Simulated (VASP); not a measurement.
# MgO (P1) in VASP: further runs, part 2 of 2

VASP 6.6.1.

### 3 Single point, r2SCAN (all Mg atoms moved +0.075 Å, as atom 1 along Cartesian [1 1 1])

Input file POSCAR:

```
MgO
1.0
    3.4863778627      0.0000000000      0.0000000000
   -1.7431889314      3.0192917963      0.0000000000
    0.0000000000      0.0000000000      4.1780412200
Mg O
2 2
Direct
    0.6862575638      0.3476748654      0.7603640122
    0.3529242305      0.6810081988      0.2603640122
    0.6666666667      0.3333333333      0.2500000000
    0.3333333333      0.6666666667      0.7500000000
```

Input file INCAR.step1:

```
SYSTEM = MgO
PREC = Accurate
ENCUT = 520
ISMEAR = 1
SIGMA = 0.02
LREAL = .FALSE.
LASPH = .TRUE.
NELM = 80
NBANDS = 16
GGA = PE
ALGO = Normal
EDIFF = 1E-4
LWAVE = .TRUE.
LCHARG = .FALSE.
```

Input file INCAR.step2:

```
SYSTEM = MgO
PREC = Accurate
ENCUT = 520
EDIFF = 1E-6
ISMEAR = 1
SIGMA = 0.02
LREAL = .FALSE.
LASPH = .TRUE.
NELM = 80
ALGO = Normal
ISIF = 2
LWAVE = .FALSE.
LCHARG = .FALSE.
METAGGA = R2SCAN
LMIXTAU = .TRUE.
NBANDS = 16
ISTART = 1
```

Input file KPOINTS:

```
Automatic mesh
0
G
  6 6 6
  0 0 0
```

Potentials or basis: VASP PAW PBE potentials, release 64 (Mg, O).

Command:

```bash
$ cat potpaw_PBE.64/Mg/POTCAR potpaw_PBE.64/O/POTCAR > POTCAR
$ cp INCAR.step1 INCAR
$ mpirun -np 1 vasp_std > vasp.out
$ cp INCAR.step2 INCAR
$ mpirun -np 1 vasp_std > vasp.out
```

OUTCAR:

```text
SYSTEM = MgO
   PREC = Accurate
   ENCUT = 520
   EDIFF = 1E-6
   ISMEAR = 1
   LREAL = .FALSE.
   LASPH = .TRUE.
   NELM = 80
   ISIF = 2
   METAGGA = R2SCAN
   ISTART = 1

 ion  position               nearest neighbor table
   1  0.686  0.348  0.760-   4 1.95   4 2.03   3 2.05   4 2.06   3 2.13   2 2.90   2 2.90   2 2.90
                             2 2.90   2 2.90   2 2.90
   2  0.353  0.681  0.260-   3 1.97   3 2.00   4 2.05   3 2.07   4 2.13   1 2.90   1 2.90   1 2.90
                             1 2.90   1 2.90   1 2.90
   3  0.667  0.333  0.250-   2 1.97   2 2.00   1 2.05   2 2.07   1 2.13
   4  0.333  0.667  0.750-   1 1.95   1 2.03   2 2.05   1 2.06   2 2.13

  LATTYP: Found a hexagonal cell.
 ALAT       =     3.4863778627
 C/A-ratio  =     1.1983902447

  Lattice vectors:

 A1 = (   3.4863778627,   0.0000000000,   0.0000000000)
 A2 = (  -1.7431889314,   3.0192917963,   0.0000000000)
 A3 = (   0.0000000000,   0.0000000000,   4.1780412200)

Analysis of symmetry for initial positions (statically):
=====================================================================
 Subroutine PRICEL returns:
 Original cell was already a primitive cell.

 Routine SETGRP: Setting up the symmetry group for a
 hexagonal supercell.

 Subroutine GETGRP returns: Found  1 space group operations
 (whereof  1 operations were pure point group operations)
 out of a pool of 24 trial point group operations.

The static configuration has the point symmetry C_1 .

Analysis of symmetry for dynamics (positions and initial velocities):
=====================================================================
 Subroutine PRICEL returns:
 Original cell was already a primitive cell.

 Routine SETGRP: Setting up the symmetry group for a
 hexagonal supercell.
[... 126 lines left out ...]
   IALGO  =     38    algorithm
   IMIX   =      4    mixing-type and parameters
     AMIX     =   0.40;   BMIX     =  1.00
     AMIX_MAG =   1.60;   BMIX_MAG =  1.00
  volume/ion in A,a.u.               =      10.99        74.20
  Fermi-wavevector in a.u.,A,eV,Ry     =   1.168685  2.208494 18.583167  1.365824
  Thomas-Fermi vector in A             =   2.305168
   LORBIT       =      0    0 simple, 1 ext, 2 COOP (PROOUT), +10 PAW based schemes
   METAGGA = R2SCAN    functional components
   LHFCALC =     F    Hartree Fock is set to
   AEXX    =    0.0000 exact exchange contribution
   IVDW    =     0    specifies the selected vdW correction
   LEPSILON=     F    determine dielectric tensor
   LRPA    =     F    only Hartree local field effects (RPA)
 non-spin polarized calculation
 Methfessel and Paxton  Order N= 1 SIGMA  =   0.02
  energy-cutoff  :      520.00
  volume of cell :       43.98
 maximum number of plane-waves:      1204
 NGX is ok and might be reduce to    28
   NGX = 13   NGY = 13   NGZ = 15

 number of electron      15.9999999 magnetization

 Free energy of the ion-electron system (eV)
  ---------------------------------------------------
  ext. energy  EPLUGINS =         0.00000000
  ---------------------------------------------------
  free energy    TOTEN  =       -32.02574286 eV

  energy without entropy =      -32.02574823  energy(sigma->0) =      -32.02574465

 E-fermi :   1.6033     XC(G=0): -10.5609

 val. band max:        1.5864997805   @ k =   0.0000   0.0000   0.0000
 cond. band min:       5.6714340021   @ k =   0.0000   0.0000   0.0000
 fundamental gap:      4.0849342217
 Fermi energy:         1.6033374256

 k-point     1 :       0.0000    0.0000    0.0000
  band No.  band energies     occupation
      1     -16.2992      2.00000
      2     -14.9326      2.00000
      3      -2.0782      2.00000
      4      -0.1771      2.00000
      5      -0.1739      2.00000
      6       0.7641      2.00000
[... 433 lines left out ...]
      3      -1.8534      2.00000
      4      -0.4967      2.00000
      5      -0.2812      2.00000
      6       0.0338      2.00000
[... 8 lines left out ...]
     15      17.2297      0.00000
     16      18.0313      0.00000

 [... further k-points ...]

------------------------ aborting loop because EDIFF is reached ----------------------------------------

  FORCE on cell =-STRESS in cart. coord.  units (eV):
  Direction    XX          YY          ZZ          XY          YZ          ZX
  --------------------------------------------------------------------------------------
  -------------------------------------------------------------------------------------
  Total       -0.0720337     -0.0729112      0.0018954      0.0582962     -0.0354213     -0.0357137
  in kB       -2.6241818     -2.6561507      0.0690501      2.1237274     -1.2903963     -1.3010464
  external PRESSURE =      -1.7370941 kB  Pullay stress =       0.0000000 kB

 VOLUME and BASIS-vectors are now :
 -----------------------------------------------------------------------------
  energy-cutoff  :      520.00
  volume of cell :       43.98
      direct lattice vectors                 reciprocal lattice vectors
     3.486377863  0.000000000  0.000000000     0.286830642  0.165601748  0.000000000
    -1.743188931  3.019291796  0.000000000     0.000000000  0.331203497  0.000000000
     0.000000000  0.000000000  4.178041220     0.000000000  0.000000000  0.239346609

 POSITION                                       TOTAL-FORCE (eV/Angst)
 -----------------------------------------------------------------------------------
      1.78649      1.04973      3.17683        -0.455528     -0.398078     -0.233849
      0.04330      2.05616      1.08781        -0.339211     -0.399315     -0.233967
      1.74319      1.00643      1.04451         0.339452      0.397958      0.234026
     -0.00000      2.01286      3.13353         0.455287      0.399436      0.233789
 -----------------------------------------------------------------------------------
    total drift:                               -0.001650     -0.020066     -0.002959

  FREE ENERGIE OF THE ION-ELECTRON SYSTEM (eV)
  ---------------------------------------------------
  free  energy   TOTEN  =       -32.0257428613 eV

  energy  without entropy=      -32.0257482297  energy(sigma->0) =      -32.02574465
```

It took 6.3 min on 1 thread of Intel Xeon 8259CL, shared host; peak memory 0.22 GiB.

What came out:

| Property | Result |
| --- | --- |
| Free energy | -32.0257 eV |
| Pressure | -0.2 GPa |
| Largest force | 0.649 eV/Å |
| Band gap on the k mesh | 4.08 eV |

Forces on the atoms (eV/Å):
```
Mg  -0.456 -0.398 -0.234
Mg  -0.339 -0.399 -0.234
O    0.339  0.398  0.234
O    0.455  0.399  0.234
```

Levels at points of the mesh, in eV from the valence-band top:
```tsv
k point	band 6	band 7	band 8	band 9	band 10	band 11
(0.00, 0.00, 0.00)	-0.82	-0.82	0.00	4.08	10.38	13.19
(0.50, 0.00, 0.00)	-1.95	-1.30	-0.53	7.66	10.02	10.65
(0.00, 0.50, 0.00)	-1.95	-1.30	-0.53	7.66	10.01	10.64
(0.50, 0.50, 0.00)	-1.95	-1.30	-0.53	7.66	10.01	10.64
(0.00, 0.00, 0.50)	-1.36	-1.25	-1.25	7.14	7.14	13.80
(0.50, 0.00, 0.50)	-1.50	-0.84	-0.81	8.00	8.07	12.91
(0.00, 0.50, 0.50)	-1.51	-0.83	-0.81	8.01	8.06	12.94
(0.50, 0.50, 0.50)	-1.54	-0.82	-0.81	8.02	8.04	12.98
```

Caveat: the cell differs from its parent crystal (all Mg atoms moved +0.075 Å, as atom 1 along Cartesian [1 1 1]); the PAW data sets were made with another functional, which shifts forces and pressure a little.
